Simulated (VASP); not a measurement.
# K (Pm-3m) in VASP: a series of runs

Runs on K. Level: LDA. Tasks: single point.

Program: VASP 6.6.1. These are calculated values, not measurements. Logs are shortened: lines on timing, memory, paths and dates and some standing lists are left out, and cuts for length are marked.

**1. The cell of the first run**

The structure is cubic, space group Pm-3m (No. 221). The conventional cell has a = 4.103 Å, b = 4.103 Å, c = 4.103 Å, α = 90.00°, β = 90.00°, γ = 90.00°. Within 5.4 Å of K (site symmetry m-3m) lie 6 K at 4.10 Å.

**2. Single point, LDA**

Contents of INCAR:

```
SYSTEM = K
PREC     = Accurate       ! precision mode
ENCUT    = 520            ! plane-wave cutoff, eV
EDIFF    = 1E-7           ! SCF threshold, eV
ISMEAR   = -1             ! smearing method
SIGMA    = 0.1            ! smearing width, eV
LREAL    = .False.        ! projectors in reciprocal space
LASPH    = .True.         ! aspherical terms in the spheres
NELM     = 80             ! most SCF steps
ALGO     = Normal         ! electronic algorithm
ISIF     = 2              ! what is computed and relaxed
LWAVE    = .False.        ! write WAVECAR
LCHARG   = .False.        ! write CHGCAR
NBANDS   = 10             ! bands
```

Contents of KPOINTS:

```
regular mesh
0
Gamma
  8 8 8
  0 0 0
```

Contents of POSCAR:

```
K
1.0
    4.1027916176      0.0000000000      0.0000000000
    0.0000000000      4.1027916176      0.0000000000
    0.0000000000      0.0000000000      4.1027916176
K
1
Direct
    0.0000000000      0.0000000000      0.0000000000
```

Potentials or basis: VASP PAW LDA potentials, release 64 (K_sv).

Command:

```
$ cat potpaw_LDA.64/K_sv/POTCAR > POTCAR
$ mpirun -np 1 vasp_std > vasp.out
```

OUTCAR:

```text
SYSTEM = K
   PREC = Accurate
   ENCUT = 520
   EDIFF = 1E-7
   ISMEAR = -1
   LREAL = .False.
   LASPH = .True.
   NELM = 80
   ISIF = 2

 ion  position               nearest neighbor table
   1  0.000  0.000  0.000-

  LATTYP: Found a simple cubic cell.
 ALAT       =     4.1027916176

  Lattice vectors:

 A1 = (   4.1027916176,   0.0000000000,   0.0000000000)
 A2 = (   0.0000000000,   4.1027916176,   0.0000000000)
 A3 = (   0.0000000000,   0.0000000000,   4.1027916176)

Analysis of symmetry for initial positions (statically):
=====================================================================
 Subroutine PRICEL returns:
 Original cell was already a primitive cell.

 Routine SETGRP: Setting up the symmetry group for a
 simple cubic supercell.

 Subroutine GETGRP returns: Found 48 space group operations
 (whereof 48 operations were pure point group operations)
 out of a pool of 48 trial point group operations.

The static configuration has the point symmetry O_h .

Analysis of symmetry for dynamics (positions and initial velocities):
=====================================================================
 Subroutine PRICEL returns:
 Original cell was already a primitive cell.

 Routine SETGRP: Setting up the symmetry group for a
 simple cubic supercell.

 Subroutine GETGRP returns: Found 48 space group operations
 (whereof 48 operations were pure point group operations)
 out of a pool of 48 trial point group operations.

The dynamic configuration has the point symmetry O_h .

 Subroutine INISYM returns: Found 48 space group operations
 (whereof 48 operations are pure point group operations),
 and found     1 'primitive' translations

----------------------------------------------------------------------------------------

                                     Primitive cell

  volume of cell :      69.0619

  direct lattice vectors                    reciprocal lattice vectors
     4.102791618  0.000000000  0.000000000     0.243736483  0.000000000  0.000000000
     0.000000000  4.102791618  0.000000000     0.000000000  0.243736483  0.000000000
     0.000000000  0.000000000  4.102791618     0.000000000  0.000000000  0.243736483

  length of vectors
[... 80 lines left out ...]
   EDIFF  = 0.1E-06   stopping-criterion for ELM
   LREAL  =      F    real-space projection
   EDIFFG = 0.1E-05   stopping-criterion for IOM
   NSW    =      0    number of steps for IOM
   IBRION =     -1    ionic relax: 0-MD 1-quasi-New 2-CG
   NFREE  =      0    steps in history (QN), initial steepest desc. (CG)
   ISIF   =      2    stress and relaxation
   ISYM   =      2    0-nonsym 1-usesym 2-fastsym
   POTIM  = 0.5000    time-step for ionic-motion
   TEBEG  =    0.0;   TEEND  =   0.0 temperature during run
   PSTRESS=    0.0 pullay stress
   NELECT =       9.0000    total number of electrons
   NUPDOWN=      -1.0000    fix difference up-down
   EMIN   =  10.00;   EMAX   =-10.00  energy-range for DOS
   EFERMI =   0.00;   METHOD = LEGACY
   ISMEAR =    -1;   SIGMA  =   0.10  broadening in eV -4-tet -1-fermi 0-gaus
   EFERMI_NEDOS =   21; number of points for ismear=-14 and -15
   IALGO  =     38    algorithm
   IMIX   =      4    mixing-type and parameters
     AMIX     =   0.40;   BMIX     =  1.00
     AMIX_MAG =   1.60;   BMIX_MAG =  1.00
  volume/ion in A,a.u.               =      69.06       466.05
  Fermi-wavevector in a.u.,A,eV,Ry     =   0.829996  1.568466  9.372972  0.688894
  Thomas-Fermi vector in A             =   1.942639
   LORBIT       =      0    0 simple, 1 ext, 2 COOP (PROOUT), +10 PAW based schemes
   GGA     = CA    functional components
   LHFCALC =     F    Hartree Fock is set to
   AEXX    =    0.0000 exact exchange contribution
   IVDW    =     0    specifies the selected vdW correction
   LEPSILON=     F    determine dielectric tensor
   LRPA    =     F    only Hartree local field effects (RPA)
 non-spin polarized calculation
  energy-cutoff  :      520.00
  volume of cell :       69.06
 maximum number of plane-waves:      1877
 NGX is ok and might be reduce to    32
   NGX = 15   NGY = 15   NGZ = 15

 number of electron       9.0000003 magnetization

 Free energy of the ion-electron system (eV)
  ---------------------------------------------------
  ext. energy  EPLUGINS =         0.00000000
  ---------------------------------------------------
  free energy    TOTEN  =        -1.07026810 eV

  energy without entropy =       -1.04912422  energy(sigma->0) =       -1.05969616

 E-fermi :  -0.1338     XC(G=0):  -6.0215

 val. band max:       -0.2365316357   @ k =   0.5000   0.0000   0.0000
 cond. band min:      -0.0555521682   @ k =   0.5000   0.1250   0.0000
 fundamental gap:      0.1809794675
 Fermi energy:        -0.1338092100

 k-point     1 :       0.0000    0.0000    0.0000
  band No.  band energies     occupation
      1     -32.0983      2.00000
      2     -15.7511      2.00000
      3     -15.7511      2.00000
      4     -15.7511      2.00000
      5      -2.4069      2.00000
      6       2.6420      0.00000
      7       2.6420      0.00000
      8       6.1863      0.00000
      9       6.1863      0.00000
     10       6.1864      0.00000
[... 287 lines left out ...]
 k-point    24 :       0.5000    0.3750    0.1250
  band No.  band energies     occupation
      1     -32.0817      2.00000
      2     -15.8739      2.00000
      3     -15.8518      2.00000
      4     -15.7483      2.00000
      5       0.8120      0.00016
      6       1.3745      0.00000
      7       2.5975      0.00000
      8       3.0399      0.00000
      9       4.8432      0.00000
     10       4.9092      0.00000

 [... further k-points ...]

------------------------ aborting loop because EDIFF is reached ----------------------------------------

  FORCE on cell =-STRESS in cart. coord.  units (eV):
  Direction    XX          YY          ZZ          XY          YZ          ZX
  --------------------------------------------------------------------------------------
  -------------------------------------------------------------------------------------
  Total       -0.0104267     -0.0104267     -0.0104267      0.0000000      0.0000000     -0.0000000
  in kB       -0.2418910     -0.2418910     -0.2418910      0.0000000      0.0000000     -0.0000000
  external PRESSURE =      -0.2418910 kB  Pullay stress =       0.0000000 kB

 VOLUME and BASIS-vectors are now :
 -----------------------------------------------------------------------------
  energy-cutoff  :      520.00
  volume of cell :       69.06
      direct lattice vectors                 reciprocal lattice vectors
     4.102791618  0.000000000  0.000000000     0.243736483  0.000000000  0.000000000
     0.000000000  4.102791618  0.000000000     0.000000000  0.243736483  0.000000000
     0.000000000  0.000000000  4.102791618     0.000000000  0.000000000  0.243736483

 POSITION                                       TOTAL-FORCE (eV/Angst)
 -----------------------------------------------------------------------------------
      0.00000      0.00000      0.00000         0.000000      0.000000      0.000000
 -----------------------------------------------------------------------------------
    total drift:                               -0.000000      0.000000      0.000000

  FREE ENERGIE OF THE ION-ELECTRON SYSTEM (eV)
  ---------------------------------------------------
  free  energy   TOTEN  =        -1.0702681026 eV

  energy  without entropy=       -1.0491242151  energy(sigma->0) =       -1.05969616
```

OSZICAR:

```text
N       E                     dE             d eps       ncg     rms          rms(c)
DAV:   1     0.470444128305E+02    0.47044E+02   -0.35351E+03   700   0.688E+02
DAV:   2     0.548120169600E+00   -0.46496E+02   -0.45898E+02   756   0.207E+02
DAV:   3    -0.102659430503E+01   -0.15747E+01   -0.15698E+01  1054   0.281E+01
DAV:   4    -0.107221131922E+01   -0.45617E-01   -0.45535E-01   958   0.481E+00
DAV:   5    -0.107394823073E+01   -0.17369E-02   -0.17367E-02  1148   0.566E-01    0.223E+00
DAV:   6    -0.107150983730E+01    0.24384E-02   -0.24882E-03   970   0.353E-01    0.142E+00
DAV:   7    -0.107027261383E+01    0.12372E-02   -0.47365E-03   852   0.408E-01    0.853E-02
DAV:   8    -0.107026922906E+01    0.33848E-05   -0.55949E-04   980   0.234E-01    0.287E-02
DAV:   9    -0.107026875303E+01    0.47603E-06   -0.16239E-05   964   0.322E-02    0.135E-02
DAV:  10    -0.107026797253E+01    0.78050E-06   -0.51480E-06   990   0.194E-02    0.301E-03
DAV:  11    -0.107026809098E+01   -0.11845E-06   -0.25561E-07   922   0.392E-03    0.951E-04
DAV:  12    -0.107026810261E+01   -0.11630E-07   -0.28842E-08   472   0.137E-03
   1 F= -.10702681E+01 E0= -.10596962E+01  d E =-.211439E-01
```

stdout:

```text
POSCAR found type information on POSCAR K
 POSCAR found :  1 types and       1 ions
 scaLAPACK will be used
 LDA part: xc-table for (Slater(with rela. corr.)+CA(PZ))
 , standard interpolation
 POSCAR, INCAR and KPOINTS ok, starting setup
 FFT: planning ... GRIDC
 FFT: planning ... GRID_SOFT
 FFT: planning ... GRID
 WAVECAR not read
 entering main loop
```

Run time: 9.8 s. Hardware: 1 thread of AMD EPYC 9R14 (Zen 4), shared host; peak memory 0.13 GiB.

What came out:

| Quantity | Value |
| --- | --- |
| Free energy | -1.0703 eV |
| Pressure | 0.0 GPa |

Levels at points of the mesh, in eV from the Fermi level:
```csv
k point,band 1,band 2,band 3,band 4,band 5,band 6,band 7,band 8,band 9
"(0.00, 0.00, 0.00)",-31.96,-15.62,-15.62,-15.62,-2.27,2.78,2.78,6.32,6.32
"(0.50, 0.00, 0.00)",-31.96,-15.76,-15.61,-15.61,-0.10,0.24,3.39,4.71,4.71
"(0.50, 0.50, 0.00)",-31.95,-15.74,-15.74,-15.59,1.04,2.12,2.40,2.40,5.15
"(0.50, 0.50, 0.50)",-31.94,-15.72,-15.72,-15.72,2.23,2.23,2.23,4.62,4.76
```

(Continued in part 2 of 2.)
